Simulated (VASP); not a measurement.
# H (P4/mmm) in VASP: further runs, part 2 of 2

VASP 6.6.1.

**3. Single point, PBE+D3(BJ) (strain -0.050 along x and y, +0.050 along z)**

Contents of INCAR:

```
SYSTEM = H
  PREC = Accurate
  ENCUT = 520
  EDIFF = 1E-6
  ISMEAR = 0
  SIGMA = 0.05
  LREAL = .FALSE.
  LASPH = .TRUE.
  NELM = 80
  ALGO = Normal
  ISIF = 2
  LWAVE = .FALSE.
  LCHARG = .FALSE.
  GGA = PE
  IVDW = 12
  NBANDS = 6
```

Contents of KPOINTS:

```
Automatic mesh
0
G
  10 10 26
  0 0 0
```

Contents of POSCAR:

```
H
1.0
    2.5171568020      0.0000000000      0.0000000000
    0.0000000000      2.5171568020      0.0000000000
    0.0000000000      0.0000000000      1.0295175660
H
1
Direct
    0.0000000000      0.0000000000      0.5000000000
```

Potentials or basis: VASP PAW PBE potentials, release 64 (H).

Started as:

```
> cat potpaw_PBE.64/H/POTCAR > POTCAR
> mpirun -np 1 vasp_std > vasp.out
```

OUTCAR:

```text
SYSTEM = H
   PREC = Accurate
   ENCUT = 520
   EDIFF = 1E-6
   ISMEAR = 0
   LREAL = .FALSE.
   LASPH = .TRUE.
   NELM = 80
   ISIF = 2
   GGA = PE
   IVDW = 12
 IVDW          = 12

 ion  position               nearest neighbor table
   1  0.000  0.000  0.500-

  LATTYP: Found a simple tetragonal cell.
 ALAT       =     2.5171568020
 C/A-ratio  =     0.4090001724

  Lattice vectors:

 A1 = (   2.5171568020,   0.0000000000,   0.0000000000)
 A2 = (   0.0000000000,   2.5171568020,   0.0000000000)
 A3 = (   0.0000000000,   0.0000000000,   1.0295175660)

Analysis of symmetry for initial positions (statically):
=====================================================================
 Subroutine PRICEL returns:
 Original cell was already a primitive cell.

 Routine SETGRP: Setting up the symmetry group for a
 simple tetragonal supercell.

 Subroutine GETGRP returns: Found 16 space group operations
 (whereof 16 operations were pure point group operations)
 out of a pool of 16 trial point group operations.

The static configuration has the point symmetry D_4h.

Analysis of symmetry for dynamics (positions and initial velocities):
=====================================================================
 Subroutine PRICEL returns:
 Original cell was already a primitive cell.

 Routine SETGRP: Setting up the symmetry group for a
 simple tetragonal supercell.

 Subroutine GETGRP returns: Found 16 space group operations
 (whereof 16 operations were pure point group operations)
 out of a pool of 16 trial point group operations.

The dynamic configuration has the point symmetry D_4h.

 Subroutine INISYM returns: Found 16 space group operations
 (whereof 16 operations are pure point group operations),
 and found     1 'primitive' translations

[... 106 lines left out ...]
   EFERMI =   0.00;   METHOD = LEGACY
   ISMEAR =     0;   SIGMA  =   0.05  broadening in eV -4-tet -1-fermi 0-gaus
   EFERMI_NEDOS =   21; number of points for ismear=-14 and -15
   IALGO  =     38    algorithm
   IMIX   =      4    mixing-type and parameters
     AMIX     =   0.40;   BMIX     =  1.00
     AMIX_MAG =   1.60;   BMIX_MAG =  1.00
  volume/ion in A,a.u.               =       6.52        44.02
  Fermi-wavevector in a.u.,A,eV,Ry     =   0.876173  1.655728 10.444918  0.767680
  Thomas-Fermi vector in A             =   1.995947
   LORBIT       =      0    0 simple, 1 ext, 2 COOP (PROOUT), +10 PAW based schemes
   GGA     = PE    functional components
   LHFCALC =     F    Hartree Fock is set to
   AEXX    =    0.0000 exact exchange contribution
   IVDW    =    12    specifies the selected vdW correction
   LEPSILON=     F    determine dielectric tensor
   LRPA    =     F    only Hartree local field effects (RPA)
 non-spin polarized calculation
 Gauss-broadening in eV      SIGMA  =   0.05
  energy-cutoff  :      520.00
  volume of cell :        6.52
 maximum number of plane-waves:       190
 NGX is ok and might be reduce to    20
   NGX =  9   NGY =  9   NGZ =  3

 number of electron       1.0000001 magnetization

 Free energy of the ion-electron system (eV)
  ---------------------------------------------------
  ext. energy  EPLUGINS =         0.00000000
  ---------------------------------------------------
  free energy    TOTEN  =        -2.98953252 eV

  energy without entropy =       -2.98943276  energy(sigma->0) =       -2.98948264

 E-fermi :  -1.7453     XC(G=0):  -7.1687

 val. band max:       -1.7825305771   @ k =   0.1000   0.1000   0.2692
 cond. band min:      -1.7081016345   @ k =   0.4000   0.4000   0.2308
 fundamental gap:      0.0744289427
 Fermi energy:        -1.7453160886

 k-point     1 :       0.0000    0.0000    0.0000
  band No.  band energies     occupation
      1     -12.2192      2.00000
      2      10.1949      0.00000
      3      16.1931      0.00000
      4      16.1931      0.00000
      5      19.1551      0.00000
      6      39.1323      0.00000
[... 199 lines left out ...]
 k-point    24 :       0.2000    0.0000    0.0385
  band No.  band energies     occupation
      1     -11.4581      2.00000
      2       6.6272      0.00000
      3      15.7318      0.00000
      4      17.2262      0.00000
      5      26.7759      0.00000
      6      31.9860      0.00000

 [... further k-points ...]

------------------------ aborting loop because EDIFF is reached ----------------------------------------

 Edisp (eV)   -0.08212

 E8    (eV) :    -0.0148

  FORCE on cell =-STRESS in cart. coord.  units (eV):
  Direction    XX          YY          ZZ          XY          YZ          ZX
  --------------------------------------------------------------------------------------
  -------------------------------------------------------------------------------------
  Total       0.00741     0.00741    -0.59721     0.00000    -0.00000     0.00000
  in kB       1.81922     1.81922  -146.68308     0.00000    -0.00000     0.00000
  external pressure =      -47.68 kB  Pullay stress =        0.00 kB

 VOLUME and BASIS-vectors are now :
 -----------------------------------------------------------------------------
  energy-cutoff  :      520.00
  volume of cell :        6.52
      direct lattice vectors                 reciprocal lattice vectors
     2.517156802  0.000000000  0.000000000     0.397273622  0.000000000  0.000000000
     0.000000000  2.517156802  0.000000000     0.000000000  0.397273622  0.000000000
     0.000000000  0.000000000  1.029517566     0.000000000  0.000000000  0.971328740

 POSITION                                       TOTAL-FORCE (eV/Angst)
 -----------------------------------------------------------------------------------
      0.00000      0.00000      0.51476         0.000000      0.000000      0.000000
 -----------------------------------------------------------------------------------
    total drift:                               -0.000000      0.000000      0.000000

  FREE ENERGIE OF THE ION-ELECTRON SYSTEM (eV)
  ---------------------------------------------------
  free  energy   TOTEN  =        -3.0716551718 eV

  energy  without entropy=       -3.0715554114  energy(sigma->0) =       -3.07160529
```

OSZICAR:

```text
N       E                     dE             d eps       ncg     rms          rms(c)
DAV:   1    -0.297034578212E+01   -0.29703E+01   -0.23006E+02  3768   0.700E+01
DAV:   2    -0.304757169550E+01   -0.77226E-01   -0.77225E-01  4656   0.529E+00
DAV:   3    -0.304760735709E+01   -0.35662E-04   -0.35662E-04  4128   0.106E-01
DAV:   4    -0.304760736314E+01   -0.60508E-08   -0.63410E-08  5028   0.121E-03
DAV:   5    -0.304760736316E+01   -0.22053E-10   -0.67693E-12  3954   0.104E-05    0.158E+00
DAV:   6    -0.300786949313E+01    0.39738E-01   -0.11197E-02  3840   0.355E-01    0.935E-01
DAV:   7    -0.298863099771E+01    0.19238E-01   -0.25201E-02  3996   0.579E-01    0.824E-02
DAV:   8    -0.298951631584E+01   -0.88532E-03   -0.80891E-04  3810   0.121E-01    0.571E-03
DAV:   9    -0.298953044785E+01   -0.14132E-04   -0.98652E-06  4554   0.146E-02    0.293E-03
DAV:  10    -0.298953251836E+01   -0.20705E-05   -0.24315E-06  3876   0.778E-03    0.176E-04
DAV:  11    -0.298953251845E+01   -0.87381E-10   -0.31782E-09  3372   0.387E-04
   1 F= -.30716552E+01 E0= -.30716053E+01  d E =-.997604E-04
```

stdout:

```text
POSCAR found type information on POSCAR H
 POSCAR found :  1 types and       1 ions
 scaLAPACK will be used
 LDA part: xc-table for (Slater+PW92), standard interpolation
 POSCAR, INCAR and KPOINTS ok, starting setup
 FFT: planning ... GRIDC
 FFT: planning ... GRID_SOFT
 FFT: planning ... GRID
 WAVECAR not read
 entering main loop
```

Wall time 7.6 s (1 thread of Intel Xeon 6975P-C, shared host); peak memory 0.12 GiB.

Results:

| Item | Value |
| --- | --- |
| Free energy | -3.0717 eV |
| Pressure | -4.8 GPa |
| Dispersion energy per atom | -0.082 eV |

Caveat: the cell differs from its parent crystal (strain -0.050 along x and y, +0.050 along z); pairwise dispersion overbinds metals, which lowers pressure and volume.
